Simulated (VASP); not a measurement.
# CoSi (NiAs type) (P6_3/mmc) in VASP: further runs

CoSi (NiAs type) is run at these levels: PBE; tasks: single point, relaxation of cell and atoms.

Program: VASP 6.6.1. These are calculated values, not measurements. Logs are shortened: lines on timing, memory, paths and dates and some standing lists are left out, and cuts for length are marked.

## (1) The cell of the first run

The structure is hexagonal, space group P6_3/mmc (No. 194). The conventional cell has a = 3.195 Å, b = 3.195 Å, c = 4.886 Å, α = 90.00°, β = 90.00°, γ = 120.00°. Within 2.9 Å of Co (site symmetry -3m) lie 6 Si at 2.21 Å and 2 Co at 2.44 Å. Within 2.9 Å of Si (site symmetry -6m2) lie 6 Co at 2.21 Å.

## (2) Single point, PBE

The input, INCAR:

```
SYSTEM = CoSi
ALGO = Normal
EDIFF = 1E-6
ENCUT = 520
GGA = PE
ISIF = 2
ISMEAR = -1
LASPH = .True.
LCHARG = .False.
LREAL = .False.
LWAVE = .False.
NBANDS = 21
NELM = 60
PREC = Accurate
SIGMA = 0.1
```

The input, KPOINTS:

```
k-points
0
Gamma
  12 12 7
  0 0 0
```

The input, POSCAR:

```
CoSi
1.0
    3.1947613944      0.0000000000      0.0000000000
   -1.5973806972      2.7667445266      0.0000000000
    0.0000000000      0.0000000000      4.8864507091
Co Si
2 2
Direct
    0.0000000000      0.0000000000      0.0000000000
    0.0000000000      0.0000000000      0.5000000000
    0.3333333333      0.6666666667      0.2500000000
    0.6666666667      0.3333333333      0.7500000000
```

Potentials or basis: VASP PAW PBE potentials, release 64 (Co, Si).

The run is started by

```
$ cat potpaw_PBE.64/Co/POTCAR potpaw_PBE.64/Si/POTCAR > POTCAR
$ mpirun -np 1 vasp_std > vasp.out
```

OUTCAR:

```text
SYSTEM = CoSi
   EDIFF = 1E-6
   ENCUT = 520
   GGA = PE
   ISIF = 2
   ISMEAR = -1
   LASPH = .True.
   LREAL = .False.
   NELM = 60
   PREC = Accurate

 ion  position               nearest neighbor table
   1  0.000  0.000  0.000-   3 2.21   4 2.21   4 2.21   3 2.21   4 2.21   3 2.21   2 2.44   2 2.44

   2  0.000  0.000  0.500-   3 2.21   4 2.21   4 2.21   3 2.21   4 2.21   3 2.21   1 2.44   1 2.44

   3  0.333  0.667  0.250-   1 2.21   2 2.21   1 2.21   2 2.21   1 2.21   2 2.21   4 3.06   4 3.06
                             4 3.06   4 3.06   4 3.06   4 3.06
   4  0.667  0.333  0.750-   1 2.21   2 2.21   1 2.21   2 2.21   1 2.21   2 2.21   3 3.06   3 3.06
                             3 3.06   3 3.06   3 3.06   3 3.06

  LATTYP: Found a hexagonal cell.
 ALAT       =     3.1947613944
 C/A-ratio  =     1.5295197687

  Lattice vectors:

 A1 = (   3.1947613944,   0.0000000000,   0.0000000000)
 A2 = (  -1.5973806972,   2.7667445266,   0.0000000000)
 A3 = (   0.0000000000,   0.0000000000,   4.8864507091)

Analysis of symmetry for initial positions (statically):
=====================================================================
 Subroutine PRICEL returns:
 Original cell was already a primitive cell.

 Routine SETGRP: Setting up the symmetry group for a
 hexagonal supercell.

 Subroutine GETGRP returns: Found 24 space group operations
 (whereof 12 operations were pure point group operations)
 out of a pool of 24 trial point group operations.

The static configuration has the point symmetry D_3d.
 The point group associated with its full space group is D_6h.

Analysis of symmetry for dynamics (positions and initial velocities):
=====================================================================
 Subroutine PRICEL returns:
 Original cell was already a primitive cell.

 Routine SETGRP: Setting up the symmetry group for a
 hexagonal supercell.

 Subroutine GETGRP returns: Found 24 space group operations
 (whereof 12 operations were pure point group operations)
 out of a pool of 24 trial point group operations.

The dynamic configuration has the point symmetry D_3d.
 The point group associated with its full space group is D_6h.

 Subroutine INISYM returns: Found 24 space group operations
 (whereof 12 operations are pure point group operations),
 and found     1 'primitive' translations

----------------------------------------------------------------------------------------

                                     Primitive cell

  volume of cell :      43.1918

  direct lattice vectors                    reciprocal lattice vectors
     3.194761394  0.000000000  0.000000000     0.313012421  0.180717806  0.000000000
    -1.597380697  2.766744527  0.000000000     0.000000000  0.361435612  0.000000000
     0.000000000  0.000000000  4.886450709     0.000000000  0.000000000  0.204647516

  length of vectors
     3.194761394  3.194761394  4.886450709     0.361435612  0.361435612  0.204647516

  position of ions in fractional coordinates (direct lattice)
     0.000000000  0.000000000  0.000000000
     0.000000000  0.000000000  0.500000000
     0.333333333  0.666666667  0.250000000
     0.666666667  0.333333333  0.750000000

  ion indices of the primitive-cell ions
   primitive index   ion index
                 1           1
                 2           2
                 3           3
                 4           4

----------------------------------------------------------------------------------------

 KPOINTS: k-points

Automatic generation of k-mesh.
 Grid dimensions read from file:
 generate k-points for:   12   12    7

 Generating k-lattice:

  Cartesian coordinates                     Fractional coordinates (reciprocal lattice)
     0.026084368  0.015059817  0.000000000     0.083333333 -0.000000000  0.000000000
     0.000000000  0.030119634  0.000000000     0.000000000  0.083333333  0.000000000
     0.000000000  0.000000000  0.029235359     0.000000000  0.000000000  0.142857143

  Length of vectors
     0.030119634  0.030119634  0.029235359

  Shift w.r.t. Gamma in fractional coordinates (k-lattice)
     0.000000000  0.000000000  0.000000000

 Subroutine IBZKPT returns following result:
 ===========================================

 Found     76 irreducible k-points:

 Following reciprocal coordinates:
            Coordinates               Weight
  0.000000  0.000000  0.000000      1.000000
  0.083333 -0.000000  0.000000      6.000000
  0.166667 -0.000000  0.000000      6.000000
  0.250000 -0.000000  0.000000      6.000000
  0.333333 -0.000000  0.000000      6.000000
  0.416667 -0.000000  0.000000      6.000000
[... 16 lines left out ...]
  0.250000 -0.000000  0.142857     12.000000
  0.333333 -0.000000  0.142857     12.000000
 [... further k-points ...]
   k-points           NKPTS =     76   k-points in BZ     NKDIM =     76   number of bands    NBANDS=     21
   number of dos      NEDOS =    301   number of ions     NIONS =      4
   total plane-waves  NPLWV =  20736
   dimension x,y,z NGX =    24 NGY =   24 NGZ =   36
   dimension x,y,z NGXF=    48 NGYF=   48 NGZF=   72
   ions per type =               2   2
   NGX,Y,Z   is equivalent  to a cutoff of  12.49, 12.49, 12.25 a.u.
   NGXF,Y,Z  is equivalent  to a cutoff of  24.98, 24.98, 24.50 a.u.
 SYSTEM =  CoSi
   PREC   = accura    normal or accurate (medium, high low for compatibility)
   ISTART =      0    job   : 0-new  1-cont  2-samecut
   ICHARG =      2    charge: 1-file 2-atom 10-const
   ISPIN  =      1    spin polarized calculation?
   LNONCOLLINEAR =      F non collinear calculations
   LSORBIT =      F    spin-orbit coupling
   LASPH  =      T    aspherical Exc in radial PAW
   ENCUT  =  520.0 eV  38.22 Ry    6.18 a.u.   5.94  5.94  9.09*2*pi/ulx,y,z
   NELM   =     60;   NELMIN=  2; NELMDL= -5     # of ELM steps
   EDIFF  = 0.1E-05   stopping-criterion for ELM
   LREAL  =      F    real-space projection
   EDIFFG = 0.1E-04   stopping-criterion for IOM
   NSW    =      0    number of steps for IOM
   IBRION =     -1    ionic relax: 0-MD 1-quasi-New 2-CG
   NFREE  =      0    steps in history (QN), initial steepest desc. (CG)
   ISIF   =      2    stress and relaxation
   ISYM   =      2    0-nonsym 1-usesym 2-fastsym
   POTIM  = 0.5000    time-step for ionic-motion
   TEBEG  =    0.0;   TEEND  =   0.0 temperature during run
   PSTRESS=    0.0 pullay stress
   NELECT =      26.0000    total number of electrons
   NUPDOWN=      -1.0000    fix difference up-down
   EMIN   =  10.00;   EMAX   =-10.00  energy-range for DOS
   EFERMI =   0.00;   METHOD = LEGACY
   ISMEAR =    -1;   SIGMA  =   0.10  broadening in eV -4-tet -1-fermi 0-gaus
   EFERMI_NEDOS =   21; number of points for ismear=-14 and -15
   IALGO  =     38    algorithm
   IMIX   =      4    mixing-type and parameters
     AMIX     =   0.40;   BMIX     =  1.00
     AMIX_MAG =   1.60;   BMIX_MAG =  1.00
  volume/ion in A,a.u.               =      10.80        72.87
  Fermi-wavevector in a.u.,A,eV,Ry     =   1.382289  2.612148 25.996974  1.910724
  Thomas-Fermi vector in A             =   2.506994
   LORBIT       =      0    0 simple, 1 ext, 2 COOP (PROOUT), +10 PAW based schemes
   GGA     = PE    functional components
   LHFCALC =     F    Hartree Fock is set to
   AEXX    =    0.0000 exact exchange contribution
   IVDW    =     0    specifies the selected vdW correction
   LEPSILON=     F    determine dielectric tensor
   LRPA    =     F    only Hartree local field effects (RPA)
 non-spin polarized calculation
  energy-cutoff  :      520.00
  volume of cell :       43.19
 maximum number of plane-waves:      1185
 NGX is ok and might be reduce to    24
   NGX = 11   NGY = 11   NGZ = 19

 number of electron      26.0000008 magnetization

 Free energy of the ion-electron system (eV)
  ---------------------------------------------------
  ext. energy  EPLUGINS =         0.00000000
  ---------------------------------------------------
  free energy    TOTEN  =       -25.83134855 eV

  energy without entropy =      -25.77229287  energy(sigma->0) =      -25.80182071

 E-fermi :  11.8877     XC(G=0): -12.7986

 val. band max:       11.8681671801   @ k =   0.3333   0.1667   0.1429
 cond. band min:      11.8904638606   @ k =   0.3333   0.1667   0.0000
 fundamental gap:      0.0222966806
 Fermi energy:        11.8876500528

 k-point     1 :       0.0000    0.0000    0.0000
  band No.  band energies     occupation
      1      -1.2570      2.00000
      2       4.2276      2.00000
      3       4.7842      2.00000
      4       8.0521      2.00000
      5       8.0521      2.00000
      6       8.1914      2.00000
[... 13 lines left out ...]
     20      20.7724      0.00000
     21      20.7724      0.00000

 k-point     2 :       0.0833   -0.0000    0.0000
  band No.  band energies     occupation
      1      -1.1206      2.00000
      2       4.2615      2.00000
      3       4.9216      2.00000
      4       8.0174      2.00000
      5       8.0736      2.00000
      6       8.1859      2.00000
[... 13 lines left out ...]
     20      21.1028      0.00000
     21      21.2541      0.00000

 k-point     3 :       0.1667   -0.0000    0.0000
  band No.  band energies     occupation
      1      -0.7152      2.00000
      2       4.3521      2.00000
      3       5.3258      2.00000
      4       7.8396      2.00000
      5       8.1117      2.00000
      6       8.1563      2.00000
[... 13 lines left out ...]
     20      21.8520      0.00000
     21      22.3400      0.00000

 k-point     4 :       0.2500   -0.0000    0.0000
  band No.  band energies     occupation
      1      -0.0525      2.00000
      2       4.4604      2.00000
      3       5.9674      2.00000
      4       7.3270      2.00000
      5       8.0984      2.00000
      6       8.1114      2.00000
[... 13 lines left out ...]
     20      21.0202      0.00000
     21      21.4207      0.00000

 k-point     5 :       0.3333   -0.0000    0.0000
  band No.  band energies     occupation
      1       0.8445      2.00000
      2       4.4867      2.00000
      3       6.4630      2.00000
      4       6.7666      2.00000
      5       8.0434      2.00000
      6       8.0617      2.00000
[... 13 lines left out ...]
     20      19.9695      0.00000
     21      20.5703      0.00000

 k-point     6 :       0.4167   -0.0000    0.0000
  band No.  band energies     occupation
      1       1.9332      2.00000
      2       4.1243      2.00000
      3       5.6769      2.00000
      4       7.4871      2.00000
      5       8.0054      2.00000
      6       8.0228      2.00000
[... 13 lines left out ...]
     20      19.8119      0.00000
     21      19.9584      0.00000

 k-point     7 :       0.5000   -0.0000    0.0000
  band No.  band energies     occupation
      1       3.1130      2.00000
      2       3.1271      2.00000
      3       5.4550      2.00000
      4       7.7482      2.00000
      5       7.9820      2.00000
      6       8.0237      2.00000
[... 13 lines left out ...]
     20      19.7461      0.00000
     21      19.8410      0.00000
[... 291 lines left out ...]
      1      -1.1278      2.00000
      2       3.0798      2.00000
      3       5.9750      2.00000
      4       8.1212      2.00000
      5       8.1212      2.00000
      6       8.2435      2.00000
[... 13 lines left out ...]
     20      20.7292      0.00000
     21      20.7292      0.00000

 k-point    21 :       0.0833   -0.0000    0.1429
  band No.  band energies     occupation
      1      -0.9921      2.00000
      2       3.1741      2.00000
      3       6.0392      2.00000
      4       8.0884      2.00000
      5       8.1431      2.00000
      6       8.2424      2.00000
[... 13 lines left out ...]
     20      21.1276      0.00000
     21      21.1903      0.00000

 k-point    22 :       0.1667   -0.0000    0.1429
  band No.  band energies     occupation
      1      -0.5889      2.00000
      2       3.4393      2.00000
      3       6.2200      2.00000
      4       7.9314      2.00000
      5       8.1822      2.00000
      6       8.2248      2.00000
[... 13 lines left out ...]
     20      21.3925      0.00000
     21      22.1097      0.00000

 k-point    23 :       0.2500   -0.0000    0.1429
  band No.  band energies     occupation
      1       0.0698      2.00000
      2       3.8132      2.00000
      3       6.4526      2.00000
      4       7.4887      2.00000
      5       8.1832      2.00000
      6       8.1903      2.00000
[... 13 lines left out ...]
     20      20.4828      0.00000
     21      21.7955      0.00000

 k-point    24 :       0.3333   -0.0000    0.1429
  band No.  band energies     occupation
      1       0.9604      2.00000
      2       4.1546      2.00000
      3       6.2874      2.00000
      4       7.0829      2.00000
      5       8.1347      2.00000
      6       8.1777      2.00000
[... 13 lines left out ...]
     20      20.1609      0.00000
     21      21.4179      0.00000

 [... further k-points ...]
[... 5 lines left out ...]
  --------------------------------------------------------------------------------------
  -------------------------------------------------------------------------------------
  Total        9.0929091      9.0929091      9.1327167      0.0000000      0.0000000      0.0000000
  in kB      337.2969575    337.2969575    338.7735986      0.0000000      0.0000000      0.0000000
  external PRESSURE =     337.7891712 kB  Pullay stress =       0.0000000 kB

 VOLUME and BASIS-vectors are now :
 -----------------------------------------------------------------------------
  energy-cutoff  :      520.00
  volume of cell :       43.19
      direct lattice vectors                 reciprocal lattice vectors
     3.194761394  0.000000000  0.000000000     0.313012421  0.180717806  0.000000000
    -1.597380697  2.766744527  0.000000000     0.000000000  0.361435612  0.000000000
     0.000000000  0.000000000  4.886450709     0.000000000  0.000000000  0.204647516

 POSITION                                       TOTAL-FORCE (eV/Angst)
 -----------------------------------------------------------------------------------
      0.00000      0.00000      0.00000         0.000000      0.000000      0.000000
      0.00000      0.00000      2.44323         0.000000      0.000000      0.000000
     -0.00000      1.84450      1.22161        -0.000000      0.000000     -0.000000
      1.59738      0.92225      3.66484         0.000000     -0.000000      0.000000
 -----------------------------------------------------------------------------------
    total drift:                               -0.000000      0.000000      0.000000

  FREE ENERGIE OF THE ION-ELECTRON SYSTEM (eV)
  ---------------------------------------------------
  free  energy   TOTEN  =       -25.8313485481 eV

  energy  without entropy=      -25.7722928673  energy(sigma->0) =      -25.80182071
```

Wall time 21 s (1 thread of Intel Xeon 6975P-C (Granite Rapids), shared host); peak memory 0.19 GiB.

Results:

```yaml
Free_energy: -25.8313 eV
Pressure: 33.8 GPa
Band_gap_on_the_k_mesh: zero (band 13 reaches 14.12 eV, above the bottom of band 14 at 11.02 eV)
```

Stress tensor (GPa, compression positive):
```
33.73  0.00  0.00
 0.00 33.73  0.00
 0.00  0.00 33.88
```

Spin polarisation is off, so any magnetic state and its effect on volume and gap are missing.

## (3) Single point, PBE

The input, INCAR:

```
SYSTEM = CoSi
  ALGO = Normal
  EDIFF = 1E-6
  ENCUT = 520
  GGA = PE
  ISIF = 2
  ISMEAR = -1
  LASPH = .TRUE.
  LCHARG = .TRUE.
  LELF = .TRUE.
  LREAL = .FALSE.
  LVHAR = .TRUE.
  LWAVE = .FALSE.
  NBANDS = 21
  NELM = 100
  PREC = Accurate
  SIGMA = 0.1
```

The input, KPOINTS:

```
k-points
0
G
  12 12 7
  0 0 0
```

POSCAR, as its differences from that of step 2:

```diff
@@ -4,3 +4,3 @@
    -1.5973806972      2.7667445266      0.0000000000
-    0.0000000000      0.0000000000      4.8864507091
+    0.0000000000      0.0000000000      4.8864507092
 Co Si
```

Potentials or basis: VASP PAW PBE potentials, release 64 (Co, Si).

The run is started by

```
$ cat potpaw_PBE.64/Co/POTCAR potpaw_PBE.64/Si/POTCAR > POTCAR
$ mpirun -np 1 vasp_std > vasp.out
```

It took 20 s on 1 thread of Intel Xeon 6975P-C (Granite Rapids), shared host; peak memory 0.19 GiB.

The run converged. Its results:

| Quantity | Value |
| --- | --- |
| Free energy | -25.8313 eV |
| Pressure | 33.8 GPa |
| Band gap on the k mesh | zero (band 13 reaches 14.12 eV, above the bottom of band 14 at 11.02 eV) |

Stress tensor (GPa, compression positive):
```
33.73  0.00  0.00
 0.00 33.73  0.00
 0.00  0.00 33.88
```

Levels at points of the mesh, in eV from the Fermi level:
```
           k point  band 10  band 11  band 12  band 13  band 14  band 15  band 16  band 17
(0.00, 0.00, 0.00)    -2.27    -0.81    -0.81     1.26     4.24     4.24     6.54     7.03
(0.50, 0.00, 0.00)    -1.31    -1.29    -1.03    -0.76    -0.55    -0.18     3.33     3.46
```

(Part 1 of 2 ends here.)
